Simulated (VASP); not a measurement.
## In2PN: single point with PBE

The system is In2PN.

```
N In P
1.0
     3.91856    0.00000    0.00000
     0.00000    3.91856    0.00000
     0.00000    0.00000    5.50633
N In P
1 2 1
Cartesian
  0.0000 0.0000 0.0000
  0.0000 1.9593 4.3562
  1.9593 0.0000 1.1501
  1.9593 1.9593 2.7532
```

This cell differs from its parent crystal: strain +1.5%.

- Program: VASP 6.6.1
- Task: single point
- Functional: PBE
- Potentials or basis: VASP PAW PBE potentials, release 64 (N, In_d, P)
- Cutoff: 520 eV
- k mesh: 6 × 6 × 6
- Occupations: fermi-dirac, width 0.02 eV
- Spin: no spin polarisation
- Dipole correction: no
- Further INCAR settings: ALGO = Normal; EDIFF = 1e-06; NBANDS = 26

```yaml
Pressure: -1.1 GPa
Largest_force: 0.069 eV/Å
Band_gap_on_the_k_mesh: zero (filled and empty bands touch)
```

Forces in eV/Å, atoms in the order of the input:
```
N    0.000  0.000  0.000
In   0.000  0.000 -0.069
In   0.000  0.000  0.069
P    0.000  0.000  0.000
```

Levels at points of the mesh, in eV from the Fermi level:
```tsv
k point	band 15	band 16	band 17	band 18	band 19	band 20	band 21	band 22
(0.00, 0.00, 0.00)	-2.57	-1.04	-0.29	-0.01	-0.01	2.80	3.23	5.73
(0.50, 0.00, 0.00)	-2.99	-2.49	-1.85	-0.31	2.50	3.10	4.28	4.35
(0.50, 0.50, 0.00)	-2.37	-2.31	-2.31	-2.16	1.41	2.27	3.15	3.15
(0.00, 0.00, 0.50)	-2.18	-2.18	-0.64	-0.64	1.88	3.11	3.72	4.03
(0.50, 0.00, 0.50)	-1.82	-1.15	-1.02	-0.22	0.48	2.95	5.09	5.64
(0.50, 0.50, 0.50)	-3.26	-2.93	-2.93	-2.71	3.87	3.88	3.88	4.94
```

Wall time 46 s on 1 thread of AMD EPYC 9R45 96-Core Processor (Zen 5), with other jobs on the host, peak memory 0.2 GiB.

Caveat: the cell differs from its parent crystal (strain +1.5%); semilocal functionals underestimate gaps, and a narrow one can read as zero; spin-orbit coupling is left out, which moves the levels of the heavy elements.
